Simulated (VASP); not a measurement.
Write the native input for VASP 6.6.1 that does the following.

| Quantity | Value |
| --- | --- |
| Task | relaxation of cell and atoms |
| Functional | LDA |
| Potentials or basis | VASP PAW LDA potentials, release 64 (Ga_d, As) |
| Cutoff | 600 eV |
| k mesh | 10 × 10 × 10 |
| Occupations | gaussian, width 0.1 eV |
| Spin | no spin polarisation |
| Dipole correction | no |
| Further INCAR settings | ALGO = Normal; EDIFF = 1e-06; IBRION = 2; EDIFFG = -0.002; NSW = 100; ISIF = 3 |

The structure of GaAs lies in POSCAR:

```
GaAs
1.0
    0.0000000000      2.8750910500      2.8750910500
    2.8750910500      0.0000000000      2.8750910500
    2.8750910500      2.8750910500      0.0000000000
Ga As
1 1
Direct
    0.0000000000      0.0000000000      0.0000000000
    0.7500000000      0.7500000000      0.7500000000
```

One way to write it, as run:

INCAR

```
SYSTEM = GaAs
PREC     = Accurate       ! precision mode
ENCUT    = 600            ! plane-wave cutoff, eV
EDIFF    = 1E-6           ! SCF threshold, eV
ISMEAR   = 0              ! smearing method
SIGMA    = 0.1            ! smearing width, eV
LREAL    = .FALSE.        ! projectors in reciprocal space
LASPH    = .TRUE.         ! aspherical terms in the spheres
NELM     = 80             ! most SCF steps
ALGO     = Normal         ! electronic algorithm
ISIF     = 3              ! what is computed and relaxed
LWAVE    = .FALSE.        ! write WAVECAR
LCHARG   = .FALSE.        ! write CHGCAR
IBRION   = 2              ! ionic algorithm
NSW      = 100            ! ionic steps
EDIFFG   = -0.002         ! ionic threshold
```

KPOINTS

```
Automatic mesh
0
G
  10 10 10
  0 0 0
```

Potentials or basis: VASP PAW LDA potentials, release 64 (Ga_d, As).

Run with:

```sh
$ cat potpaw_LDA.64/Ga_d/POTCAR potpaw_LDA.64/As/POTCAR > POTCAR
$ mpirun -np 1 vasp_std > vasp.out
```

Results of the run:

```
Relaxed volume                        : 22.09 Å³/atom
Relaxed cell                          : a = 3.968 Å, b = 3.968 Å, c = 3.968 Å, α = 60.00°, β = 60.00°, γ = 60.00°
Space group after relaxing (to 0.1 Å) : F-43m (No. 216)
Energy gained by relaxing             : 26.0 meV/atom
Ionic steps                           : 20
Pressure after relaxing               : 0.0 GPa
Band gap on the k mesh                : 0.50 eV
```

Caveat: semilocal functionals underestimate gaps, and a narrow one can read as zero.

It took 4.8 min on 1 thread of AMD EPYC 7R13, on a shared host, peak memory 0.16 GiB.
